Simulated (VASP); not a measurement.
The system is TiSn2Te3.

```
CELL_PARAMETERS angstrom
5.41484 0.00000 0.00000
0.00000 5.41484 0.00000
0.00000 0.00000 7.27074
ATOMIC_POSITIONS crystal
Ti 0.50000 0.50000 0.52184
Sn 0.50000 0.00000 0.92900
Sn 0.00000 0.50000 0.92900
Te 0.50000 0.50000 0.15623
Te 0.50000 0.00000 0.53195
Te 0.00000 0.50000 0.53195
```

The cell was built from a structure type or drawn by symmetry, and may not be a known phase.

- Program: VASP 6.6.1
- Task: relaxation of cell and atoms
- Functional: PBE
- Potentials or basis: VASP PAW PBE potentials, release 64 (Ti_sv, Sn_d, Te)
- Cutoff: 600 eV
- k mesh: 4 × 4 × 4
- Occupations: gaussian, width 0.1 eV
- Spin: no spin polarisation

At the start: pressure 0.6 GPa; volume 35.53 Å³/atom.

Where does the relaxation end?

Over 7 steps the energy falls by 2.9 meV/atom and the volume is 36.27 Å³/atom (+2.1 %); space group P4mm (No. 99, to 0.1 Å) before and after.

Step by step:
```
step  energy change (eV)  largest force (eV/Å)  pressure (GPa)  volume (Å³)
   1              0.0000                0.1529            0.60       213.18
   2             -0.0092                0.2272           -0.18       217.32
   3             -0.0094                0.2149           -0.08       216.75
   4             -0.0122                0.1625           -0.05       216.80
   5             -0.0164                0.0708            0.04       216.97
   6             -0.0165                0.0698            0.05       216.99
   7             -0.0177                0.0331           -0.01       217.60
```

Final structure:
```
CELL_PARAMETERS angstrom
5.42666 0.00000 0.00000
0.00000 5.42666 0.00000
0.00000 0.00000 7.38909
ATOMIC_POSITIONS crystal
Ti 0.50000 0.50000 0.51390
Sn 0.50000 0.00000 0.93112
Sn 0.00000 0.50000 0.93112
Te 0.50000 0.50000 0.15424
Te 0.50000 0.00000 0.53479
Te 0.00000 0.50000 0.53479
```
